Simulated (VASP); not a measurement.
Y3Zr2F, 6 atoms in the cell. The structure is trigonal, space group R-3m (No. 166). The conventional cell has a = 6.846 Å, b = 6.846 Å, c = 10.972 Å, α = 90.00°, β = 90.00°, γ = 120.00°. Y (site symmetry 2/m) has 2 F at 2.69 Å and 6 Zr at 3.12 to 3.64 Å and 4 Y at 3.42 Å within 3.7 Å. Within 3.3 Å of Zr (site symmetry 3m) lie 1 Zr at 2.48 Å and 3 Y at 3.12 Å. F (site symmetry -3m) has 6 Y at 2.69 Å within 3.6 Å. The cell was generated, and may not be a known phase.

| Item | Value |
| --- | --- |
| Program | VASP 6.6.1 |
| Task | single point |
| Functional | PBE |
| Potentials or basis | VASP PAW PBE potentials, release 64 (Y_sv, Zr_sv, F) |
| Cutoff | 520 eV |
| k mesh | 6 × 6 × 6 |
| Occupations | gaussian, width 0.1 eV |
| Spin | no spin polarisation |
| Dipole correction | no |
| Further INCAR settings | ALGO = Normal; EDIFF = 1e-06; NBANDS = 41 |

Potentials or basis: VASP PAW PBE potentials, release 64 (Y_sv, Zr_sv, F).

Launch:

```bash
$ cat potpaw_PBE.64/Y_sv/POTCAR potpaw_PBE.64/Zr_sv/POTCAR potpaw_PBE.64/F/POTCAR > POTCAR
$ mpirun -np 1 vasp_std > vasp.out
```

Hardware: 1 thread of Oxide Virtual Turin-like Processor, on a shared host.

Task: How long does it take, and how much memory?

Result: Run time: 4.4 min on 1 thread of Oxide Virtual Turin-like Processor, on a shared host, peak memory 0.33 GiB. Counts: scf iterations 15, k points 32.
